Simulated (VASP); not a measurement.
Set up this calculation in VASP 6.6.1, as the native input.

| Quantity | Value |
| --- | --- |
| Task | single point |
| Functional | BLYP |
| Potentials or basis | VASP PAW PBE potentials, release 64 (Li_sv) |
| Cutoff | 650 eV |
| k mesh | 10 × 10 × 10 |
| Occupations | methfessel-paxton, width 0.1 eV |
| Spin | no spin polarisation |
| Dipole correction | no |
| k mesh for the DOS | 15 × 15 × 15 |
| Occupations for the DOS | tetrahedron |
| Further INCAR settings | ALGO = Normal; EDIFF = 1e-06; NBANDS = 8 |

Li:

```
Li
1.0
     0.00000    2.20200    2.20200
     2.20200    0.00000    2.20200
     2.20200    2.20200    0.00000
Li
1
Direct
  0.00000 0.00000 0.00000
```

This isn't the form of Li at room conditions, which is bcc.

One way to write it, as run:

POSCAR

```
Li
1.0
    0.0000000000      2.2020000000      2.2020000000
    2.2020000000      0.0000000000      2.2020000000
    2.2020000000      2.2020000000      0.0000000000
Li
1
Direct
    0.0000000000      0.0000000000      0.0000000000
```

INCAR.step1

```
PREC = Accurate ; ENCUT = 650
EDIFF = 1E-6 ; ISMEAR = 1
SIGMA = 0.1 ; LREAL = F
LASPH = T ; NELM = 120
ALGO = Normal ; ISIF = 2
LWAVE = F ; LCHARG = T
GGA = B5 ; ALDAX = 1.0
AGGAX = 1.0 ; AGGAC = 1.0
ALDAC = 0.0 ; NBANDS = 8
GGA_COMPAT = F ; NEDOS = 2001
LORBIT = 11
```

KPOINTS.step1

```
Automatic mesh
0
Gamma
  10 10 10
```

INCAR.step2

```
PREC = Accurate ; ENCUT = 650
EDIFF = 1E-6 ; ISMEAR = -5
SIGMA = 0.1 ; LREAL = F
LASPH = T ; NELM = 120
ALGO = Normal ; ISIF = 2
LWAVE = F ; LCHARG = F
GGA = B5 ; ALDAX = 1.0
AGGAX = 1.0 ; AGGAC = 1.0
ALDAC = 0.0 ; LORBIT = 10
NBANDS = 8 ; NEDOS = 2001
ICHARG = 11 ; GGA_COMPAT = F
```

KPOINTS.step2

```
Automatic mesh
0
Gamma
  15 15 15
```

Potentials or basis: VASP PAW PBE potentials, release 64 (Li_sv).

The run is started by

```sh
$ cat potpaw_PBE.64/Li_sv/POTCAR > POTCAR
$ cp INCAR.step1 INCAR
$ cp KPOINTS.step1 KPOINTS
$ mpirun -np 1 vasp_std > vasp.out
$ cp INCAR.step2 INCAR
$ cp KPOINTS.step2 KPOINTS
$ mpirun -np 1 vasp_std > vasp.out
```

Results of the run:

```json
{
  "Valence electrons inside the program's atomic spheres": "Li 2.08"
}
```

Run time: 28 s on 1 thread of Intel(R) Xeon(R) Platinum 8488C (Sapphire Rapids) (shared host), peak memory 0.14 GiB.
